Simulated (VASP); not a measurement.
# CeO2 (Fm-3m) in VASP: further runs, part 2 of 2

VASP 6.6.1. The steps go on from the part before.

**3. Single point, LDA, collinear spin, ferromagnetic start (12.65 Å³/atom)**

This run uses another cell than the first one, of 12.65 Å³/atom.

INCAR reads:

```
PREC     = Accurate       # precision mode
ENCUT    = 520            # plane-wave cutoff, eV
EDIFF    = 1E-6           # SCF threshold, eV
ISMEAR   = -1             # smearing method
SIGMA    = 0.05           # smearing width, eV
LREAL    = False          # projectors in reciprocal space
LASPH    = True           # aspherical terms in the spheres
NELM     = 150            # most SCF steps
ALGO     = Normal         # electronic algorithm
ISIF     = 2              # what is computed and relaxed
LWAVE    = False          # write WAVECAR
LCHARG   = True           # write CHGCAR
ISPIN    = 2              # spin polarisation
MAGMOM   = 1 0 0          # initial moments
LORBIT   = 11             # projections on sites
LMAXMIX  = 6              # l up to which the mixer works
GGA      = CA             # functional
LELF     = True           # ELF
LVHAR    = True         
NBANDS   = 23             # bands
```

KPOINTS reads:

```
Automatic mesh
0
Gamma
  9 9 9
```

POSCAR reads:

```
CeO2
1.0
    0.0000000000      2.6671097099      2.6671097099
    2.6671097099      0.0000000000      2.6671097099
    2.6671097099      2.6671097099      0.0000000000
Ce O
1 2
Direct
    0.0000000000      0.0000000000      0.0000000000
    0.7500000000      0.7500000000      0.7500000000
    0.2500000000      0.2500000000      0.2500000000
```

Potentials or basis: VASP PAW LDA potentials, release 64 (Ce, O).

Command:

```console
$ cat potpaw_LDA.64/Ce/POTCAR potpaw_LDA.64/O/POTCAR > POTCAR
$ mpirun -np 1 vasp_std > vasp.out
```

OUTCAR:

```text
PREC = Accurate
   ENCUT = 520
   EDIFF = 1E-6
   ISMEAR = -1
   LREAL = False
   LASPH = True
   NELM = 150
   ISIF = 2
   ISPIN = 2
   LORBIT = 11
   GGA = CA

 ion  position               nearest neighbor table
   1  0.000  0.000  0.000-   2 2.31   2 2.31   2 2.31   2 2.31   3 2.31   3 2.31   3 2.31   3 2.31

   2  0.750  0.750  0.750-   1 2.31   1 2.31   1 2.31   1 2.31
   3  0.250  0.250  0.250-   1 2.31   1 2.31   1 2.31   1 2.31

  LATTYP: Found a face centered cubic cell.
 ALAT       =     5.3342194198

  Lattice vectors:

 A1 = (   0.0000000000,   2.6671097099,   2.6671097099)
 A2 = (   2.6671097099,   0.0000000000,   2.6671097099)
 A3 = (   2.6671097099,   2.6671097099,   0.0000000000)

Analysis of symmetry for initial positions (statically):
=====================================================================
 Subroutine PRICEL returns:
 Original cell was already a primitive cell.

 Routine SETGRP: Setting up the symmetry group for a
 face centered cubic supercell.

 Subroutine GETGRP returns: Found 48 space group operations
 (whereof 48 operations were pure point group operations)
 out of a pool of 48 trial point group operations.

The static configuration has the point symmetry O_h .

Analysis of symmetry for dynamics (positions and initial velocities):
=====================================================================
 Subroutine PRICEL returns:
 Original cell was already a primitive cell.

 Routine SETGRP: Setting up the symmetry group for a
 face centered cubic supercell.

 Subroutine GETGRP returns: Found 48 space group operations
 (whereof 48 operations were pure point group operations)
 out of a pool of 48 trial point group operations.

The dynamic configuration has the point symmetry O_h .

Analysis of structural, dynamic, and magnetic symmetry:
[... 157 lines left out ...]
  ---------------------------------------------------
  free energy    TOTEN  =       -28.84659336 eV

  energy without entropy =      -28.84659336  energy(sigma->0) =      -28.84659336

 E-fermi :   6.3994     XC(G=0): -12.0417

 val. band max:        5.3982588000   @ k =  -0.3333   0.2222   0.0000
 cond. band min:       7.4509273712   @ k =  -0.4444   0.1111   0.0000
 fundamental gap:      2.0526685713
 Fermi energy:         6.3994045035

 spin component 1

 k-point     1 :       0.0000    0.0000    0.0000
  band No.  band energies     occupation
      1     -26.6774      1.00000
      2     -10.6852      1.00000
      3      -9.7019      1.00000
      4      -8.8364      1.00000
      5      -8.8364      1.00000
      6      -8.8364      1.00000
[... 613 lines left out ...]
     22      14.3128      0.00000
     23      16.5061      0.00000

 [... further k-points ...]

 spin component 2

 k-point     1 :       0.0000    0.0000    0.0000
  band No.  band energies     occupation
      1     -26.6774      1.00000
      2     -10.6852      1.00000
      3      -9.7019      1.00000
      4      -8.8364      1.00000
      5      -8.8364      1.00000
      6      -8.8364      1.00000
[... 613 lines left out ...]
     22      14.3128      0.00000
     23      16.5061      0.00000

 [... further k-points ...]

------------------------ aborting loop because EDIFF is reached ----------------------------------------

  FORCE on cell =-STRESS in cart. coord.  units (eV):
  Direction    XX          YY          ZZ          XY          YZ          ZX
  --------------------------------------------------------------------------------------
  -------------------------------------------------------------------------------------
  Total        0.7883789      0.7883789      0.7883789      0.0000000      0.0000000     -0.0000000
  in kB       33.2884011     33.2884011     33.2884011      0.0000000      0.0000000     -0.0000000
  external PRESSURE =      33.2884011 kB  Pullay stress =       0.0000000 kB

 VOLUME and BASIS-vectors are now :
 -----------------------------------------------------------------------------
  energy-cutoff  :      520.00
  volume of cell :       37.94
      direct lattice vectors                 reciprocal lattice vectors
     0.000000000  2.667109710  2.667109710    -0.187468854  0.187468854  0.187468854
     2.667109710  0.000000000  2.667109710     0.187468854 -0.187468854  0.187468854
     2.667109710  2.667109710  0.000000000     0.187468854  0.187468854 -0.187468854

 POSITION                                       TOTAL-FORCE (eV/Angst)
 -----------------------------------------------------------------------------------
      0.00000      0.00000      0.00000         0.000000      0.000000      0.000000
      4.00066      4.00066      4.00066         0.000000      0.000000     -0.000000
      1.33355      1.33355      1.33355        -0.000000     -0.000000     -0.000000
 -----------------------------------------------------------------------------------
    total drift:                                0.000000      0.000000      0.000000

  FREE ENERGIE OF THE ION-ELECTRON SYSTEM (eV)
  ---------------------------------------------------
  free  energy   TOTEN  =       -28.8465933618 eV

  energy  without entropy=      -28.8465933611  energy(sigma->0) =      -28.84659336

 total charge

# of ion       s       p       d       f       tot
--------------------------------------------------
    1        2.029   5.810   0.962   1.015   9.817
    2        1.569   3.439   0.000   0.000   5.008
    3        1.569   3.439   0.000   0.000   5.008
--------------------------------------------------
tot          5.167  12.689   0.962   1.015  19.833

 magnetization (x)

# of ion       s       p       d       f       tot
--------------------------------------------------
    1        0.000   0.000  -0.000  -0.000  -0.000
    2        0.000   0.000   0.000   0.000   0.000
    3        0.000   0.000   0.000   0.000   0.000
--------------------------------------------------
tot          0.000   0.000  -0.000  -0.000   0.000
```

OSZICAR:

```text
N       E                     dE             d eps       ncg     rms          rms(c)
DAV:   1     0.205843064057E+03    0.20584E+03   -0.11005E+04  3340   0.129E+03
DAV:   2    -0.101173060975E+02   -0.21596E+03   -0.16811E+03  3630   0.261E+02
[... 23 lines left out ...]
DAV:  26    -0.288467692075E+02    0.51421E-04   -0.70310E-05  4033   0.570E-02    0.513E+00
DAV:  27    -0.288467433931E+02    0.25814E-04   -0.32694E-05  4383   0.398E-02    0.216E+00
DAV:  28    -0.288466155079E+02    0.12789E-03   -0.12483E-04  4739   0.118E-01    0.140E+00
DAV:  29    -0.288465981432E+02    0.17365E-04   -0.60860E-05  3784   0.489E-02    0.300E-01
DAV:  30    -0.288465932834E+02    0.48598E-05   -0.11637E-05  4885   0.361E-02    0.118E-01
DAV:  31    -0.288465933618E+02   -0.78465E-07   -0.11252E-06  2598   0.793E-03
   1 F= -.28846593E+02 E0= -.28846593E+02  d E =-.767056E-09  mag=    -0.0000
```

stdout:

```text
POSCAR found type information on POSCAR CeO
 POSCAR found :  2 types and       3 ions
 scaLAPACK will be used
 LDA part: xc-table for (Slater(with rela. corr.)+CA(PZ))
 , standard interpolation
 POSCAR, INCAR and KPOINTS ok, starting setup
 FFT: planning ... GRIDC
 FFT: planning ... GRID_SOFT
 FFT: planning ... GRID
 WAVECAR not read
 entering main loop
```

Wall time 85 s (1 thread of AMD EPYC 9R45 (Zen 5), shared host); peak memory 0.17 GiB.

Results:

- Free energy: -28.8466 eV
- Pressure: 3.3 GPa
- Band gap on the k mesh: 2.05 eV (least direct gap 2.12 eV)
- Net moment: 0.00 μB per cell
- Valence electrons inside the program's atomic spheres: Ce 9.82; O 5.01

Levels at points of the mesh, in eV from the valence-band top:
Spin up:
```
           k point  band 9  band 10  band 11  band 12  band 13  band 14  band 15  band 16
(0.00, 0.00, 0.00)   -4.15    -0.69    -0.69    -0.69     2.39     2.39     2.39     2.70
```
Spin down:
```tsv
k point	band 8	band 9	band 10	band 11	band 12	band 13	band 14	band 15	band 16	band 17
(0.00, 0.00, 0.00)	-4.15	-4.15	-0.69	-0.69	-0.69	2.39	2.39	2.39	2.70	3.13
```

Caveat: the magnetic or orbital state may not be the lowest; the cell stands under pressure; spin-orbit coupling is left out, which moves the levels of the heavy elements; an odd mesh through Γ misses points on the zone boundary, where band edges can lie; semilocal functionals describe open f shells poorly, which spoils levels, moments and volumes.
